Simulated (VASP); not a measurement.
# NaI (Fm-3m) in VASP: further runs, part 2 of 2

VASP 6.6.1. Earlier steps stand in the parts before.

**3. Single point, LDA**

Input file INCAR:

```
SYSTEM = NaI
PREC = Accurate
ENCUT = 520
EDIFF = 1E-6
ISMEAR = 0
SIGMA = 0.01
LREAL = .False.
LASPH = .True.
NELM = 80
ALGO = Normal
ISIF = 2
LWAVE = .False.
LCHARG = .False.
NBANDS = 14
```

Input file KPOINTS:

```
Automatic mesh
0
Gamma
  4 4 4
  0 0 0
```

Input file POSCAR:

```
NaI
1.0
    0.0000000000      3.2297205363      3.2297205363
    3.2297205363      0.0000000000      3.2297205363
    3.2297205363      3.2297205363      0.0000000000
Na I
1 1
Direct
    0.0000000000      0.0000000000      0.0000000000
    0.5000000000      0.5000000000      0.5000000000
```

Potentials or basis: VASP PAW LDA potentials, release 64 (Na_pv, I).

On the command line:

```
cat potpaw_LDA.64/Na_pv/POTCAR potpaw_LDA.64/I/POTCAR > POTCAR
mpirun -np 1 vasp_std > vasp.out
```

OUTCAR:

```text
SYSTEM = NaI
   PREC = Accurate
   ENCUT = 520
   EDIFF = 1E-6
   ISMEAR = 0
   LREAL = .False.
   LASPH = .True.
   NELM = 80
   ISIF = 2

 ion  position               nearest neighbor table
   1  0.000  0.000  0.000-
   2  0.500  0.500  0.500-

  LATTYP: Found a face centered cubic cell.
 ALAT       =     6.4594410726

  Lattice vectors:

 A1 = (   0.0000000000,   3.2297205363,   3.2297205363)
 A2 = (   3.2297205363,   0.0000000000,   3.2297205363)
 A3 = (   3.2297205363,   3.2297205363,   0.0000000000)

Analysis of symmetry for initial positions (statically):
=====================================================================
 Subroutine PRICEL returns:
 Original cell was already a primitive cell.

 Routine SETGRP: Setting up the symmetry group for a
 face centered cubic supercell.

 Subroutine GETGRP returns: Found 48 space group operations
 (whereof 48 operations were pure point group operations)
 out of a pool of 48 trial point group operations.

The static configuration has the point symmetry O_h .

Analysis of symmetry for dynamics (positions and initial velocities):
=====================================================================
 Subroutine PRICEL returns:
 Original cell was already a primitive cell.

 Routine SETGRP: Setting up the symmetry group for a
 face centered cubic supercell.

 Subroutine GETGRP returns: Found 48 space group operations
 (whereof 48 operations were pure point group operations)
 out of a pool of 48 trial point group operations.

The dynamic configuration has the point symmetry O_h .

 Subroutine INISYM returns: Found 48 space group operations
 (whereof 48 operations are pure point group operations),
 and found     1 'primitive' translations

----------------------------------------------------------------------------------------

                                     Primitive cell

  volume of cell :      67.3790

  direct lattice vectors                    reciprocal lattice vectors
     0.000000000  3.229720536  3.229720536    -0.154812156  0.154812156  0.154812156
     3.229720536  0.000000000  3.229720536     0.154812156 -0.154812156  0.154812156
     3.229720536  3.229720536  0.000000000     0.154812156  0.154812156 -0.154812156

  length of vectors
     4.567514585  4.567514585  4.567514585     0.268142520  0.268142520  0.268142520

  position of ions in fractional coordinates (direct lattice)
     0.000000000  0.000000000  0.000000000
     0.500000000  0.500000000  0.500000000

  ion indices of the primitive-cell ions
   primitive index   ion index
                 1           1
                 2           2

----------------------------------------------------------------------------------------

 KPOINTS: Automatic mesh

Automatic generation of k-mesh.
 Grid dimensions read from file:
 generate k-points for:    4    4    4

 Generating k-lattice:

  Cartesian coordinates                     Fractional coordinates (reciprocal lattice)
    -0.038703039  0.038703039  0.038703039     0.250000000  0.000000000  0.000000000
     0.038703039 -0.038703039  0.038703039     0.000000000  0.250000000  0.000000000
     0.038703039  0.038703039 -0.038703039     0.000000000  0.000000000  0.250000000

  Length of vectors
     0.067035630  0.067035630  0.067035630

  Shift w.r.t. Gamma in fractional coordinates (k-lattice)
     0.000000000  0.000000000  0.000000000

 Subroutine IBZKPT returns following result:
 ===========================================

 Found      8 irreducible k-points:

 Following reciprocal coordinates:
            Coordinates               Weight
  0.000000  0.000000  0.000000      1.000000
  0.250000  0.000000  0.000000      8.000000
  0.500000  0.000000  0.000000      4.000000
  0.250000  0.250000  0.000000      6.000000
  0.500000  0.250000  0.000000     24.000000
 -0.250000  0.250000  0.000000     12.000000
  0.500000  0.500000  0.000000      3.000000
 -0.250000  0.500000  0.250000      6.000000
   k-points           NKPTS =      8   k-points in BZ     NKDIM =      8   number of bands    NBANDS=     14
   number of dos      NEDOS =    301   number of ions     NIONS =      2
   total plane-waves  NPLWV =  46656
   dimension x,y,z NGX =    36 NGY =   36 NGZ =   36
   dimension x,y,z NGXF=    72 NGYF=   72 NGZF=   72
   ions per type =               1   1
   NGX,Y,Z   is equivalent  to a cutoff of  13.10, 13.10, 13.10 a.u.
   NGXF,Y,Z  is equivalent  to a cutoff of  26.21, 26.21, 26.21 a.u.
 SYSTEM =  NaI
   PREC   = accura    normal or accurate (medium, high low for compatibility)
   ISTART =      0    job   : 0-new  1-cont  2-samecut
   ICHARG =      2    charge: 1-file 2-atom 10-const
   ISPIN  =      1    spin polarized calculation?
   LNONCOLLINEAR =      F non collinear calculations
   LSORBIT =      F    spin-orbit coupling
   LASPH  =      T    aspherical Exc in radial PAW
   ENCUT  =  520.0 eV  38.22 Ry    6.18 a.u.   8.49  8.49  8.49*2*pi/ulx,y,z
   NELM   =     80;   NELMIN=  2; NELMDL= -5     # of ELM steps
   EDIFF  = 0.1E-05   stopping-criterion for ELM
   LREAL  =      F    real-space projection
   EDIFFG = 0.1E-04   stopping-criterion for IOM
   NSW    =      0    number of steps for IOM
   IBRION =     -1    ionic relax: 0-MD 1-quasi-New 2-CG
   NFREE  =      0    steps in history (QN), initial steepest desc. (CG)
   ISIF   =      2    stress and relaxation
   ISYM   =      2    0-nonsym 1-usesym 2-fastsym
   POTIM  = 0.5000    time-step for ionic-motion
   TEBEG  =    0.0;   TEEND  =   0.0 temperature during run
   PSTRESS=    0.0 pullay stress
   NELECT =      14.0000    total number of electrons
   NUPDOWN=      -1.0000    fix difference up-down
   EMIN   =  10.00;   EMAX   =-10.00  energy-range for DOS
   EFERMI =   0.00;   METHOD = LEGACY
   ISMEAR =     0;   SIGMA  =   0.01  broadening in eV -4-tet -1-fermi 0-gaus
   EFERMI_NEDOS =   21; number of points for ismear=-14 and -15
   IALGO  =     38    algorithm
   IMIX   =      4    mixing-type and parameters
     AMIX     =   0.40;   BMIX     =  1.00
     AMIX_MAG =   1.60;   BMIX_MAG =  1.00
  volume/ion in A,a.u.               =      33.69       227.35
  Fermi-wavevector in a.u.,A,eV,Ry     =   0.969637  1.832348 12.792145  0.940196
  Thomas-Fermi vector in A             =   2.099706
   LORBIT       =      0    0 simple, 1 ext, 2 COOP (PROOUT), +10 PAW based schemes
   GGA     = CA    functional components
   LHFCALC =     F    Hartree Fock is set to
   AEXX    =    0.0000 exact exchange contribution
   IVDW    =     0    specifies the selected vdW correction
   LEPSILON=     F    determine dielectric tensor
   LRPA    =     F    only Hartree local field effects (RPA)
 non-spin polarized calculation
 Gauss-broadening in eV      SIGMA  =   0.01
  energy-cutoff  :      520.00
  volume of cell :       67.38
 maximum number of plane-waves:      1837
 NGX is ok and might be reduce to    36
   NGX = 17   NGY = 17   NGZ = 17

 number of electron      14.0000003 magnetization

 Free energy of the ion-electron system (eV)
  ---------------------------------------------------
  ext. energy  EPLUGINS =         0.00000000
  ---------------------------------------------------
  free energy    TOTEN  =        -5.97905391 eV

  energy without entropy =       -5.97905391  energy(sigma->0) =       -5.97905391

 E-fermi :   0.7155     XC(G=0):  -8.1231

 val. band max:        0.6684413280   @ k =   0.0000   0.0000   0.0000
 cond. band min:       4.0259503422   @ k =   0.0000   0.0000   0.0000
 fundamental gap:      3.3575090143
 Fermi energy:         0.7154976183

 k-point     1 :       0.0000    0.0000    0.0000
  band No.  band energies     occupation
      1     -21.7225      2.00000
      2     -21.7225      2.00000
      3     -21.7225      2.00000
      4     -10.4298      2.00000
      5       0.6684      2.00000
      6       0.6684      2.00000
      7       0.6684      2.00000
      8       4.0260      0.00000
      9       8.4618      0.00000
     10       8.4618      0.00000
     11       8.4618      0.00000
     12      10.3412      0.00000
     13      10.3412      0.00000
     14      10.8617      0.00000
[... 105 lines left out ...]
      1     -21.7256      2.00000
      2     -21.7256      2.00000
      3     -21.7245      2.00000
      4     -10.0188      2.00000
      5      -0.7965      2.00000
      6      -0.7965      2.00000
      7      -0.3091      2.00000
      8       6.3010      0.00000
      9       7.9850      0.00000
     10       7.9850      0.00000
     11       8.3660      0.00000
     12      12.4204      0.00000
     13      12.4204      0.00000
     14      13.2725      0.00000

------------------------ aborting loop because EDIFF is reached ----------------------------------------

  FORCE on cell =-STRESS in cart. coord.  units (eV):
  Direction    XX          YY          ZZ          XY          YZ          ZX
  --------------------------------------------------------------------------------------
  -------------------------------------------------------------------------------------
  Total       -0.6200577     -0.6200577     -0.6200577      0.0000000      0.0000000      0.0000000
  in kB      -14.7440865    -14.7440865    -14.7440865      0.0000000      0.0000000      0.0000000
  external PRESSURE =     -14.7440865 kB  Pullay stress =       0.0000000 kB

 VOLUME and BASIS-vectors are now :
 -----------------------------------------------------------------------------
  energy-cutoff  :      520.00
  volume of cell :       67.38
      direct lattice vectors                 reciprocal lattice vectors
     0.000000000  3.229720536  3.229720536    -0.154812156  0.154812156  0.154812156
     3.229720536  0.000000000  3.229720536     0.154812156 -0.154812156  0.154812156
     3.229720536  3.229720536  0.000000000     0.154812156  0.154812156 -0.154812156

 POSITION                                       TOTAL-FORCE (eV/Angst)
 -----------------------------------------------------------------------------------
      0.00000      0.00000      0.00000        -0.000000     -0.000000     -0.000000
      3.22972      3.22972      3.22972         0.000000      0.000000      0.000000
 -----------------------------------------------------------------------------------
    total drift:                                0.000000      0.000000      0.000000

  FREE ENERGIE OF THE ION-ELECTRON SYSTEM (eV)
  ---------------------------------------------------
  free  energy   TOTEN  =        -5.9790539113 eV

  energy  without entropy=       -5.9790539113  energy(sigma->0) =       -5.97905391
```

OSZICAR:

```text
N       E                     dE             d eps       ncg     rms          rms(c)
DAV:   1     0.846182707695E+02    0.84618E+02   -0.64548E+03   224   0.869E+02
DAV:   2     0.161413355975E-01   -0.84602E+02   -0.80207E+02   242   0.224E+02
DAV:   3    -0.591621249257E+01   -0.59324E+01   -0.58989E+01   302   0.574E+01
DAV:   4    -0.605511547768E+01   -0.13890E+00   -0.13888E+00   270   0.919E+00
DAV:   5    -0.605775268063E+01   -0.26372E-02   -0.26372E-02   316   0.119E+00    0.162E+00
DAV:   6    -0.599431350596E+01    0.63439E-01   -0.60011E-02   254   0.162E+00    0.105E+00
DAV:   7    -0.597953672154E+01    0.14777E-01   -0.44621E-02   272   0.117E+00    0.498E-01
DAV:   8    -0.597911294471E+01    0.42378E-03   -0.31597E-03   260   0.481E-01    0.114E-01
DAV:   9    -0.597905473498E+01    0.58210E-04   -0.15559E-04   266   0.120E-01    0.334E-02
DAV:  10    -0.597905409152E+01    0.64346E-06   -0.21387E-05   302   0.504E-02    0.649E-03
DAV:  11    -0.597905391130E+01    0.18022E-06   -0.11065E-06   224   0.131E-02
   1 F= -.59790539E+01 E0= -.59790539E+01  d E =-.639385E-13
```

stdout:

```text
POSCAR found type information on POSCAR NaI
 POSCAR found :  2 types and       2 ions
 scaLAPACK will be used
 LDA part: xc-table for (Slater(with rela. corr.)+CA(PZ))
 , standard interpolation
 POSCAR, INCAR and KPOINTS ok, starting setup
 FFT: planning ... GRIDC
 FFT: planning ... GRID_SOFT
 FFT: planning ... GRID
 WAVECAR not read
 entering main loop
```

Run time: 13 s. Hardware: 1 thread of Intel Xeon 8259CL, shared host; peak memory 0.17 GiB.

Results:

| Item | Value |
| --- | --- |
| Free energy | -5.9791 eV |
| Pressure | -1.5 GPa |
| Band gap on the k mesh | 3.36 eV |

Caveat: the k points lie up to 0.42 Å⁻¹ apart; spin-orbit coupling is left out, which moves the levels of the heavy elements.

**4. Single point, r2SCAN**

POSCAR is that of step 3.

Input file INCAR.step1:

```
SYSTEM = NaI
PREC = Accurate
ENCUT = 520
ISMEAR = 0
SIGMA = 0.01
LREAL = .False.
LASPH = .True.
NELM = 80
NBANDS = 14
GGA = PE
ALGO = Normal
EDIFF = 1E-4
LWAVE = .True.
LCHARG = .False.
```

Input file INCAR.step2:

```
SYSTEM = NaI
PREC = Accurate
ENCUT = 520
EDIFF = 1E-6
ISMEAR = 0
SIGMA = 0.01
LREAL = .False.
LASPH = .True.
NELM = 80
ALGO = Normal
ISIF = 2
LWAVE = .False.
LCHARG = .True.
METAGGA = R2SCAN
LMIXTAU = .True.
LELF = .True.
LVHAR = .True.
NBANDS = 14
ISTART = 1
```

Input file KPOINTS:

```
regular mesh
0
Gamma
  4 4 4
  0 0 0
```

Potentials or basis: VASP PAW PBE potentials, release 64 (Na_pv, I).

On the command line:

```
cat potpaw_PBE.64/Na_pv/POTCAR potpaw_PBE.64/I/POTCAR > POTCAR
cp INCAR.step1 INCAR
mpirun -np 1 vasp_std > vasp.out
cp INCAR.step2 INCAR
mpirun -np 1 vasp_std > vasp.out
```

OUTCAR:

```text
SYSTEM = NaI
   PREC = Accurate
   ENCUT = 520
   EDIFF = 1E-6
   ISMEAR = 0
   LREAL = .False.
   LASPH = .True.
   NELM = 80
   ISIF = 2
   METAGGA = R2SCAN
   ISTART = 1

 ion  position               nearest neighbor table
   1  0.000  0.000  0.000-
   2  0.500  0.500  0.500-

  LATTYP: Found a face centered cubic cell.
 ALAT       =     6.4594410726

  Lattice vectors:

[... 302 lines left out ...]
     13      13.4999      0.00000
     14      14.0359      0.00000

------------------------ aborting loop because EDIFF is reached ----------------------------------------

  FORCE on cell =-STRESS in cart. coord.  units (eV):
  Direction    XX          YY          ZZ          XY          YZ          ZX
  --------------------------------------------------------------------------------------
  -------------------------------------------------------------------------------------
  Total       -0.0121159     -0.0121159     -0.0121159      0.0000000      0.0000000     -0.0000000
  in kB       -0.2880994     -0.2880994     -0.2880994      0.0000000      0.0000000     -0.0000000
  external PRESSURE =      -0.2880994 kB  Pullay stress =       0.0000000 kB

 VOLUME and BASIS-vectors are now :
 -----------------------------------------------------------------------------
  energy-cutoff  :      520.00
  volume of cell :       67.38
      direct lattice vectors                 reciprocal lattice vectors
     0.000000000  3.229720536  3.229720536    -0.154812156  0.154812156  0.154812156
     3.229720536  0.000000000  3.229720536     0.154812156 -0.154812156  0.154812156
     3.229720536  3.229720536  0.000000000     0.154812156  0.154812156 -0.154812156

 POSITION                                       TOTAL-FORCE (eV/Angst)
 -----------------------------------------------------------------------------------
      0.00000      0.00000      0.00000         0.000000      0.000000      0.000000
      3.22972      3.22972      3.22972         0.000000      0.000000     -0.000000
 -----------------------------------------------------------------------------------
    total drift:                                0.000000      0.000000      0.000000

  FREE ENERGIE OF THE ION-ELECTRON SYSTEM (eV)
  ---------------------------------------------------
  free  energy   TOTEN  =       -31.0812426509 eV

  energy  without entropy=      -31.0812426509  energy(sigma->0) =      -31.08124265
```

OUTCAR.step1:

```text
SYSTEM = NaI
   PREC = Accurate
   ENCUT = 520
   ISMEAR = 0
   LREAL = .False.
   LASPH = .True.
[... 339 lines left out ...]
      0.00000      0.00000      0.00000         0.000000     -0.000000     -0.000000
      3.22972      3.22972      3.22972        -0.000000      0.000000      0.000000
 -----------------------------------------------------------------------------------
    total drift:                                0.000000      0.000000      0.000000

  FREE ENERGIE OF THE ION-ELECTRON SYSTEM (eV)
  ---------------------------------------------------
  free  energy   TOTEN  =        -5.3779406101 eV

  energy  without entropy=       -5.3779406101  energy(sigma->0) =       -5.37794061
```

It took 77 s on 1 thread of Intel Xeon 8259CL, shared host; peak memory 0.22 GiB.

Results:

| Item | Value |
| --- | --- |
| Free energy | -31.0812 eV |
| Pressure | 0.0 GPa |
| Band gap on the k mesh | 4.46 eV |

Caveat: the k points lie up to 0.42 Å⁻¹ apart; the PAW data sets were made with another functional, which shifts forces and pressure a little; spin-orbit coupling is left out, which moves the levels of the heavy elements.

**5. Overview**

| level | potentials or basis | gap on the mesh (eV) | pressure (GPa) |
| --- | --- | --- | --- |
| PBE | VASP PAW PBE potentials, release 64 (Na_pv, I) | 3.66 | 0.6 |
| LDA | VASP PAW LDA potentials, release 64 (Na_pv, I) | 3.36 | -1.5 |
| r2SCAN | VASP PAW PBE potentials, release 64 (Na_pv, I) | 4.46 | 0.0 |

Alike in all rows: task single point; no spin polarisation; cell as given; k mesh 4 × 4 × 4; cutoff (eV) 520; smearing gaussian 0.01 eV.

Caveats: all runs use coarse meshes; spin-orbit coupling is left out, which moves the levels of the heavy elements; the PAW data sets were made with another functional, which shifts forces and pressure a little (at least some runs).

Absolute energies hang on the potentials; compare differences alone.
